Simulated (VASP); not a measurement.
# BN (P6_3mc) in VASP: settings compared

The runs below take BN through single point, with PBEsol, LDA, revPBE, BLYP.

Program: VASP 6.6.1. These are calculated values, not measurements. Logs are shortened: lines on timing, memory, paths and dates and some standing lists are left out, and cuts for length are marked.

**1. The cell of the first run**

It takes space group P6_3mc (No. 186, hexagonal). The conventional cell has a = 2.604 Å, b = 2.604 Å, c = 4.310 Å, α = 90.00°, β = 90.00°, γ = 120.00°. Within 2.1 Å of N (site symmetry 3m) lie 4 B at 1.60 to 1.61 Å. Within 2.1 Å of B (site symmetry 3m) lie 4 N at 1.60 to 1.61 Å.

**2. Single point, PBEsol (volume scaled by 1.06)**

Input file INCAR:

```
SYSTEM = BN
  PREC = Accurate
  ENCUT = 520
  EDIFF = 1E-6
  ISMEAR = -1
  SIGMA = 0.05
  LREAL = .False.
  LASPH = .True.
  NELM = 80
  ALGO = Normal
  ISIF = 2
  LWAVE = .False.
  LCHARG = .True.
  GGA = PS
  LELF = .True.
  LVHAR = .True.
  NBANDS = 16
```

Input file KPOINTS:

```
regular mesh
0
Gamma
  12 12 6
  0 0 0
```

Input file POSCAR:

```
BN
1.0
    2.6040295656      0.0000000000      0.0000000000
   -1.3020147828      2.2551557560      0.0000000000
    0.0000000000      0.0000000000      4.3097555565
N B
2 2
Direct
    0.3333333333      0.6666666667      0.1252760000
    0.6666666667      0.3333333333      0.6252760000
    0.3333333333      0.6666666667      0.4997240000
    0.6666666667      0.3333333333      0.9997240000
```

Potentials or basis: VASP PAW PBE potentials, release 64 (N, B).

The run is started by

```bash
$ cat potpaw_PBE.64/N/POTCAR potpaw_PBE.64/B/POTCAR > POTCAR
$ mpirun -np 1 vasp_std > vasp.out
```

OUTCAR:

```text
SYSTEM = BN
   PREC = Accurate
   ENCUT = 520
   EDIFF = 1E-6
   ISMEAR = -1
   LREAL = .False.
   LASPH = .True.
   NELM = 80
   ISIF = 2
   GGA = PS

 ion  position               nearest neighbor table
   1  0.333  0.667  0.125-   4 1.60   4 1.60   4 1.60   3 1.61
   2  0.667  0.333  0.625-   3 1.60   3 1.60   3 1.60   4 1.61
   3  0.333  0.667  0.500-   2 1.60   2 1.60   2 1.60   1 1.61
   4  0.667  0.333  1.000-   1 1.60   1 1.60   1 1.60   2 1.61

  LATTYP: Found a hexagonal cell.
 ALAT       =     2.6040295656
 C/A-ratio  =     1.6550332659

  Lattice vectors:

 A1 = (   2.6040295656,   0.0000000000,   0.0000000000)
 A2 = (  -1.3020147828,   2.2551557560,   0.0000000000)
 A3 = (   0.0000000000,   0.0000000000,   4.3097555565)

Analysis of symmetry for initial positions (statically):
=====================================================================
 Subroutine PRICEL returns:
 Original cell was already a primitive cell.

 Routine SETGRP: Setting up the symmetry group for a
 hexagonal supercell.

 Subroutine GETGRP returns: Found 12 space group operations
 (whereof  6 operations were pure point group operations)
 out of a pool of 24 trial point group operations.

The static configuration has the point symmetry C_3v.
 The point group associated with its full space group is C_6v.

Analysis of symmetry for dynamics (positions and initial velocities):
=====================================================================
 Subroutine PRICEL returns:
 Original cell was already a primitive cell.

 Routine SETGRP: Setting up the symmetry group for a
 hexagonal supercell.

 Subroutine GETGRP returns: Found 12 space group operations
 (whereof  6 operations were pure point group operations)
 out of a pool of 24 trial point group operations.

The dynamic configuration has the point symmetry C_3v.
 The point group associated with its full space group is C_6v.

 Subroutine INISYM returns: Found 12 space group operations
 (whereof  6 operations are pure point group operations),
 and found     1 'primitive' translations

----------------------------------------------------------------------------------------

                                     Primitive cell

  volume of cell :      25.3090

  direct lattice vectors                    reciprocal lattice vectors
     2.604029566  0.000000000  0.000000000     0.384020217  0.221714176  0.000000000
    -1.302014783  2.255155756  0.000000000     0.000000000  0.443428352  0.000000000
     0.000000000  0.000000000  4.309755556     0.000000000  0.000000000  0.232031721

  length of vectors
[... 85 lines left out ...]
   NELM   =     80;   NELMIN=  2; NELMDL= -5     # of ELM steps
   EDIFF  = 0.1E-05   stopping-criterion for ELM
   LREAL  =      F    real-space projection
   EDIFFG = 0.1E-04   stopping-criterion for IOM
   NSW    =      0    number of steps for IOM
   IBRION =     -1    ionic relax: 0-MD 1-quasi-New 2-CG
   NFREE  =      0    steps in history (QN), initial steepest desc. (CG)
   ISIF   =      2    stress and relaxation
   ISYM   =      2    0-nonsym 1-usesym 2-fastsym
   POTIM  = 0.5000    time-step for ionic-motion
   TEBEG  =    0.0;   TEEND  =   0.0 temperature during run
   PSTRESS=    0.0 pullay stress
   NELECT =      16.0000    total number of electrons
   NUPDOWN=      -1.0000    fix difference up-down
   EMIN   =  10.00;   EMAX   =-10.00  energy-range for DOS
   EFERMI =   0.00;   METHOD = LEGACY
   ISMEAR =    -1;   SIGMA  =   0.05  broadening in eV -4-tet -1-fermi 0-gaus
   EFERMI_NEDOS =   21; number of points for ismear=-14 and -15
   IALGO  =     38    algorithm
   IMIX   =      4    mixing-type and parameters
     AMIX     =   0.40;   BMIX     =  1.00
     AMIX_MAG =   1.60;   BMIX_MAG =  1.00
  volume/ion in A,a.u.               =       6.33        42.70
  Fermi-wavevector in a.u.,A,eV,Ry     =   1.405044  2.655147 26.859907  1.974147
  Thomas-Fermi vector in A             =   2.527544
   LORBIT       =      0    0 simple, 1 ext, 2 COOP (PROOUT), +10 PAW based schemes
   GGA     = PS    functional components
   LHFCALC =     F    Hartree Fock is set to
   AEXX    =    0.0000 exact exchange contribution
   IVDW    =     0    specifies the selected vdW correction
   LEPSILON=     F    determine dielectric tensor
   LRPA    =     F    only Hartree local field effects (RPA)
 non-spin polarized calculation
  energy-cutoff  :      520.00
  volume of cell :       25.31
 maximum number of plane-waves:       701
 NGX is ok and might be reduce to    20
   NGX =  9   NGY =  9   NGZ = 17

 number of electron      16.0000000 magnetization

 Free energy of the ion-electron system (eV)
  ---------------------------------------------------
  ext. energy  EPLUGINS =         0.00000000
  ---------------------------------------------------
  free energy    TOTEN  =       -36.48541989 eV

  energy without entropy =      -36.48541989  energy(sigma->0) =      -36.48541989

 E-fermi :   7.6390     XC(G=0): -12.6744

 val. band max:        6.6856785369   @ k =   0.0000   0.0000   0.0000
 cond. band min:      11.7373152566   @ k =   0.3333   0.3333   0.0000
 fundamental gap:      5.0516367197
 Fermi energy:         7.6389953760

 k-point     1 :       0.0000    0.0000    0.0000
  band No.  band energies     occupation
      1     -12.9696      2.00000
      2      -9.0870      2.00000
      3      -3.6927      2.00000
      4       4.6971      2.00000
      5       4.6971      2.00000
      6       6.4265      2.00000
[... 433 lines left out ...]
      3      -1.7139      2.00000
      4      -0.3234      2.00000
      5       0.9454      2.00000
      6       2.6559      2.00000
[... 8 lines left out ...]
     15      21.8120      0.00000
     16      21.9121      0.00000

 [... further k-points ...]
[... 5 lines left out ...]
  --------------------------------------------------------------------------------------
  -------------------------------------------------------------------------------------
  Total       -3.8376154     -3.8376154     -3.9683953      0.0000000      0.0000000      0.0000000
  in kB     -242.9388300   -242.9388300   -251.2178041      0.0000000      0.0000000      0.0000000
  external PRESSURE =    -245.6984880 kB  Pullay stress =       0.0000000 kB

 VOLUME and BASIS-vectors are now :
 -----------------------------------------------------------------------------
  energy-cutoff  :      520.00
  volume of cell :       25.31
      direct lattice vectors                 reciprocal lattice vectors
     2.604029566  0.000000000  0.000000000     0.384020217  0.221714176  0.000000000
    -1.302014783  2.255155756  0.000000000     0.000000000  0.443428352  0.000000000
     0.000000000  0.000000000  4.309755556     0.000000000  0.000000000  0.232031721

 POSITION                                       TOTAL-FORCE (eV/Angst)
 -----------------------------------------------------------------------------------
     -0.00000      1.50344      0.53991         0.000000     -0.000000     -0.052122
      1.30201      0.75172      2.69479        -0.000000      0.000000     -0.052122
     -0.00000      1.50344      2.15369         0.000000      0.000000      0.052122
      1.30201      0.75172      4.30857        -0.000000     -0.000000      0.052122
 -----------------------------------------------------------------------------------
    total drift:                               -0.000000     -0.000000      0.000253

  FREE ENERGIE OF THE ION-ELECTRON SYSTEM (eV)
  ---------------------------------------------------
  free  energy   TOTEN  =       -36.4854198863 eV

  energy  without entropy=      -36.4854198862  energy(sigma->0) =      -36.48541989
```

It took 35 s on 1 thread of Intel Xeon 8259CL, shared host; peak memory 0.15 GiB.

Results:

```
Free energy            : -36.4854 eV
Pressure               : -24.6 GPa
Largest force          : 0.052 eV/Å
Band gap on the k mesh : 5.05 eV, indirect (least direct gap 7.84 eV)
```

Forces in eV/Å, atoms in the order of the input:
```
N    0.000  0.000 -0.052
N    0.000  0.000 -0.052
B    0.000  0.000  0.052
B    0.000  0.000  0.052
```

Stress tensor (GPa, compression positive):
```
-24.29   0.00   0.00
  0.00 -24.29   0.00
  0.00   0.00 -25.12
```

Levels at points of the mesh, in eV from the valence-band top:
```csv
k point,band 5,band 6,band 7,band 8,band 9,band 10,band 11,band 12
"(0.00, 0.00, 0.00)",-1.99,-0.26,0.00,0.00,8.03,8.03,8.10,8.67
"(0.50, 0.00, 0.00)",-6.57,-4.68,-4.15,-1.98,6.32,7.59,10.16,10.68
"(0.00, 0.00, 0.50)",-1.10,-1.10,-1.10,-1.10,8.80,8.80,9.50,9.50
"(0.50, 0.00, 0.50)",-3.54,-3.54,-3.38,-3.38,6.18,6.18,9.47,9.47
```

Caveat: the cell differs from its parent crystal (volume scaled by 1.06); the PAW data sets were made with another functional, which shifts forces and pressure a little.

**3. Single point, LDA**

This run uses another cell than the first one, of 5.73 Å³/atom, 0.905 times its volume.

Input file INCAR:

```
PREC = Accurate
ENCUT = 910
EDIFF = 1E-6
ISMEAR = -1
SIGMA = 0.05
LREAL = False
LASPH = True
NELM = 120
ALGO = Normal
ISIF = 2
LWAVE = False
LCHARG = True
GGA = CA
LELF = True
LVHAR = True
NBANDS = 16
GGA_COMPAT = False
```

Input file KPOINTS:

```
Automatic mesh
0
Gamma
  9 9 5
```

Input file POSCAR:

```
BN
1.0
    2.5190588034      0.0000000000      0.0000000000
   -1.2595294017      2.1815689174      0.0000000000
    0.0000000000      0.0000000000      4.1683966125
N B
2 2
Direct
    0.3333333333      0.6666666667      0.1253228805
    0.6666666667      0.3333333333      0.6253228805
    0.3333333333      0.6666666667      0.4996771195
    0.6666666667      0.3333333333      0.9996771195
```

Potentials or basis: VASP PAW LDA potentials, release 64 (N_h, B_h).

The run is started by

```bash
$ cat potpaw_LDA.64/N_h/POTCAR potpaw_LDA.64/B_h/POTCAR > POTCAR
$ mpirun -np 1 vasp_std > vasp.out
```

Wall time 13 s (1 thread of Intel Xeon Platinum 8559C (Emerald Rapids), shared host); peak memory 0.15 GiB.

Results (log left out):

```yaml
Free_energy: -38.7654 eV
Pressure: 2.4 GPa
Band_gap_on_the_k_mesh: 4.90 eV, indirect (least direct gap 8.30 eV)
```

Levels at points of the mesh, in eV from the valence-band top:
| k point | band 4 | band 5 | band 6 | band 7 | band 8 | band 9 | band 10 | band 11 | band 12 | band 13 |
| --- | --- | --- | --- | --- | --- | --- | --- | --- | --- | --- |
| (0.00, 0.00, 0.00) | -2.20 | -2.20 | -0.30 | 0.00 | 0.00 | 8.36 | 8.36 | 8.65 | 9.99 | 11.30 |

Caveat: the cutoff is under 1.25 times the usual one of these potentials, so pressure, stress and relaxed cells hold a basis-set (Pulay) error. A k mesh can miss the band edges.

**4. Single point, revPBE**

This run uses another cell than the first one, of 6.04 Å³/atom, 0.955 times its volume.

Input file INCAR:

```
  PREC = Accurate
  ENCUT = 520
  EDIFF = 1E-6
  ISMEAR = -1
  SIGMA = 0.05
  LREAL = False
  LASPH = True
  NELM = 100
  ALGO = Normal
  ISIF = 2
  LWAVE = False
  LCHARG = False
  GGA = RE
  NBANDS = 16
```

Input file KPOINTS:

```
regular mesh
0
Gamma
  12 12 6
```

Input file POSCAR:

```
BN
1.0
    2.5648966010      0.0000000000      0.0000000000
   -1.2824483005      2.2212656145      0.0000000000
    0.0000000000      0.0000000000      4.2408168441
N B
2 2
Direct
    0.3333333333      0.6666666667      0.1251539124
    0.6666666667      0.3333333333      0.6251539124
    0.3333333333      0.6666666667      0.4998460876
    0.6666666667      0.3333333333      0.9998460876
```

Potentials or basis: VASP PAW PBE potentials, release 64 (N, B).

The run is started by

```bash
$ cat potpaw_PBE.64/N/POTCAR potpaw_PBE.64/B/POTCAR > POTCAR
$ mpirun -np 1 vasp_std > vasp.out
```

Run time: 30 s. Hardware: 1 thread of Intel Xeon 8259CL, shared host; peak memory 0.15 GiB.

Results (log left out):

- Free energy: -33.4794 eV
- Pressure: 0.2 GPa
- Band gap on the k mesh: 5.28 eV, indirect (least direct gap 8.22 eV)

Forces in eV/Å, atoms in the order of the input:
```
N    0.000  0.000  0.003
N    0.000  0.000  0.003
B    0.000  0.000 -0.003
B    0.000  0.000 -0.003
```

Levels at points of the mesh, in eV from the valence-band top:
```
           k point  band 5  band 6  band 7  band 8  band 9  band 10  band 11  band 12
(0.00, 0.00, 0.00)   -2.08   -0.25    0.00    0.00    8.33     8.33     8.52     9.25
(0.50, 0.00, 0.00)   -6.79   -4.87   -4.29   -2.07    6.66     7.94    10.54    11.29
(0.00, 0.00, 0.50)   -1.15   -1.15   -1.15   -1.15    9.31     9.31     9.85     9.85
(0.50, 0.00, 0.50)   -3.68   -3.68   -3.49   -3.49    6.54     6.54     9.91     9.91
```

Caveat: the PAW data sets were made with another functional, which shifts forces and pressure a little. A k mesh can miss the band edges.

**5. Single point, BLYP**

This run uses another cell than the first one, of 6.08 Å³/atom, 0.961 times its volume.

Input file INCAR:

```
SYSTEM = BN
PREC = Accurate ; ENCUT = 520
EDIFF = 1E-6 ; ISMEAR = -1
SIGMA = 0.05 ; LREAL = .False.
LASPH = .True. ; NELM = 80
ALGO = Normal ; ISIF = 2
LWAVE = .False. ; LCHARG = .False.
GGA = B5 ; ALDAX = 1.0
AGGAX = 1.0 ; AGGAC = 1.0
ALDAC = 0.0 ; NBANDS = 16
```

Input file KPOINTS:

```
Automatic mesh
0
Gamma
  12 12 6
  0 0 0
```

Input file POSCAR:

```
BN
1.0
    2.5702975350      0.0000000000      0.0000000000
   -1.2851487675      2.2259429606      0.0000000000
    0.0000000000      0.0000000000      4.2511895738
N B
2 2
Direct
    0.3333333333      0.6666666667      0.1250611859
    0.6666666667      0.3333333333      0.6250611859
    0.3333333333      0.6666666667      0.4999388141
    0.6666666667      0.3333333333      0.9999388141
```

The run is started by

```bash
$ cat potpaw_PBE.64/N/POTCAR potpaw_PBE.64/B/POTCAR > POTCAR
$ mpirun -np 1 vasp_std > vasp.out
```

It took 53 s on 1 thread of Intel Xeon 8259CL, shared host; peak memory 0.15 GiB.

The run converged. Its results:

| Item | Value |
| --- | --- |
| Free energy | -32.7454 eV |
| Pressure | 0.0 GPa |
| Band gap on the k mesh | 5.64 eV, indirect (least direct gap 8.32 eV) |

Levels at points of the mesh, in eV from the valence-band top:
```csv
k point,band 6,band 7,band 8,band 9,band 10,band 11
"(0.00, 0.00, 0.00)",-0.23,0.00,0.00,8.39,8.39,8.58
"(0.50, 0.00, 0.00)",-4.75,-4.12,-2.03,6.96,8.18,10.64
"(0.00, 0.00, 0.50)",-1.12,-1.12,-1.12,9.45,9.45,9.90
"(0.50, 0.00, 0.50)",-3.59,-3.40,-3.40,6.83,6.83,10.09
```

Caveat: the PAW data sets were made with another functional, which shifts forces and pressure a little. Expect the measured gap to be larger: semilocal functionals such as BLYP lack the derivative discontinuity.

**6. Single point, LDA**

This run uses another cell than the first one, of 5.76 Å³/atom, 0.910 times its volume.

Input file INCAR:

```
  ALGO = Normal
  EDIFF = 1E-6
  ENCUT = 910
  GGA_COMPAT = False
  ISIF = 2
  ISMEAR = -1
  LASPH = True
  LCHARG = False
  LREAL = False
  LWAVE = False
  NBANDS = 16
  NELM = 120
  PREC = Accurate
  SIGMA = 0.05
```

Input file KPOINTS:

```
k-points
0
Gamma
  9 9 5
```

Input file POSCAR:

```
BN
1.0
    2.5232403308      0.0000000000      0.0000000000
   -1.2616201654      2.1851902264      0.0000000000
    0.0000000000      0.0000000000      4.1751783868
N B
2 2
Direct
    0.3333333333      0.6666666667      0.1253011957
    0.6666666667      0.3333333333      0.6253011957
    0.3333333333      0.6666666667      0.4996988043
    0.6666666667      0.3333333333      0.9996988043
```

Potentials or basis: VASP PAW LDA potentials, release 64 (N_h, B_h).

The run is started by

```bash
$ cat potpaw_LDA.64/N_h/POTCAR potpaw_LDA.64/B_h/POTCAR > POTCAR
$ mpirun -np 1 vasp_std > vasp.out
```

Wall time 25 s (1 thread of Intel Xeon 6975P-C (Granite Rapids), shared host); peak memory 0.15 GiB.

Results (log left out):

| Property | Result |
| --- | --- |
| Free energy | -38.7667 eV |
| Pressure | 0.4 GPa |
| Band gap on the k mesh | 4.91 eV, indirect (least direct gap 8.28 eV) |

Levels at points of the mesh, in eV from the valence-band top:
```csv
k point,band 5,band 6,band 7,band 8,band 9,band 10,band 11,band 12
"(0.00, 0.00, 0.00)",-2.19,-0.30,0.00,0.00,8.34,8.34,8.63,9.93
```

Caveat: the cutoff is under 1.25 times the usual one of these potentials, so pressure, stress and relaxed cells hold a basis-set (Pulay) error. A k mesh can miss the band edges.

**7. The runs side by side**

| level | potentials or basis | cell | k mesh | cutoff (eV) | second run | gap on the mesh (eV) | pressure (GPa) |
| --- | --- | --- | --- | --- | --- | --- | --- |
| PBEsol | VASP PAW PBE potentials, release 64 (N, B) | a = 2.604, b = 2.604, c = 4.310 Å, angles 90.0, 90.0, 120.0°, 4 atoms | 12 × 12 × 6 | 520 | - | 5.05 | -24.6 |
| LDA | VASP PAW LDA potentials, release 64 (N_h, B_h) | a = 2.519, b = 2.519, c = 4.168 Å, angles 90.0, 90.0, 120.0°, 4 atoms | 9 × 9 × 5 | 910 | hard_potentials | 4.90 | 2.4 |
| revPBE | VASP PAW PBE potentials, release 64 (N, B) | a = 2.565, b = 2.565, c = 4.241 Å, angles 90.0, 90.0, 120.0°, 4 atoms | 12 × 12 × 6 | 520 | - | 5.28 | 0.2 |
| BLYP | VASP PAW PBE potentials, release 64 (N, B) | a = 2.570, b = 2.570, c = 4.251 Å, angles 90.0, 90.0, 120.0°, 4 atoms | 12 × 12 × 6 | 520 | - | 5.64 | 0.0 |
| LDA | VASP PAW LDA potentials, release 64 (N_h, B_h) | a = 2.523, b = 2.523, c = 4.175 Å, angles 90.0, 90.0, 120.0°, 4 atoms | 9 × 9 × 5 | 910 | hard_potentials | 4.91 | 0.4 |

Alike in all rows: task single point; no spin polarisation; smearing fermi-dirac 0.05 eV.

Caveats: the PAW data sets were made with another functional, which shifts forces and pressure a little (some runs); the cutoff is under 1.25 times the usual one of these potentials, so pressure, stress and relaxed cells hold a basis-set (Pulay) error (some runs).

Total energies depend on the potentials used, so only differences within one code and one set of settings carry meaning.
